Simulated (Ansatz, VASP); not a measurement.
**One calculation of In, two programs**

Contents of INCAR:

```
PREC = Accurate
ENCUT = 600
EDIFF = 1E-6
ISMEAR = 0
SIGMA = 0.1
LREAL = F
LASPH = T
NELM = 60
ALGO = Normal
ISIF = 3
LWAVE = F
LCHARG = F
GGA = PS
IBRION = 2
NSW = 80
EDIFFG = -0.05
```

The input KPOINTS:

```
Automatic mesh
0
Gamma
  8 8 8
```

Contents of POSCAR:

```
In
1.0
    0.0000000000      2.0330835646      2.0330835646
    2.0330835646      0.0000000000      2.0330835646
    2.0330835646      2.0330835646      0.0000000000
In
1
Direct
    0.0000000000      0.0000000000      0.0000000000
```

Input for Ansatz:

```yaml
crystal:
  lattice:
    - [0.0, 2.0330835646, 2.0330835646]
    - [2.0330835646, 0.0, 2.0330835646]
    - [2.0330835646, 2.0330835646, 0.0]
  atoms:
    - { symbol: In, position: [0.0, 0.0, 0.0] }
basis:
  ecutwfc: 420
kpoints:
  mp_grid: { grid: [8, 8, 8] }
hamiltonian:
  xc: pbesol
scf:
  occupations: { method: gaussian, width: 0.1 }
output:
  forces: true
  stress: true
  eigenvalues: true
relax:
  adjacent_minimum: "off"
  f_tol: 0.05
  max_steps: 60
  cell: { stress_tol: 0.5 }
```

Alike in both runs: task relaxation of cell and atoms; functional PBEsol; k mesh 8 × 8 × 8; occupations gaussian, width 0.1 eV; no spin polarisation.

```csv
,VASP,Ansatz
version,VASP 6.6.1,Ansatz 0.2.0
potentials or method,"VASP PAW PBE potentials, release 64 (In_d), cutoff 600 eV","scalar-relativistic, plane waves, PAW"
valence electrons in the cell,13,13
```

```tsv
	VASP	Ansatz	Ansatz less VASP
gap on the k mesh at the Fermi level, each at its own relaxed structure (eV)	none	none	-
relaxed volume (Å³/atom)	25.67	25.41	-0.261
relaxed cell length with the largest relative difference (Å)	3.311	3.300	-0.0113
```

VASP's potentials were made for PBE, not for PBEsol. A gap of «none» marks a metal or a gap that the smearing closes.

Noted on VASP's run: the volume moved by over 15 % at a fixed basis, so the end points are rough.
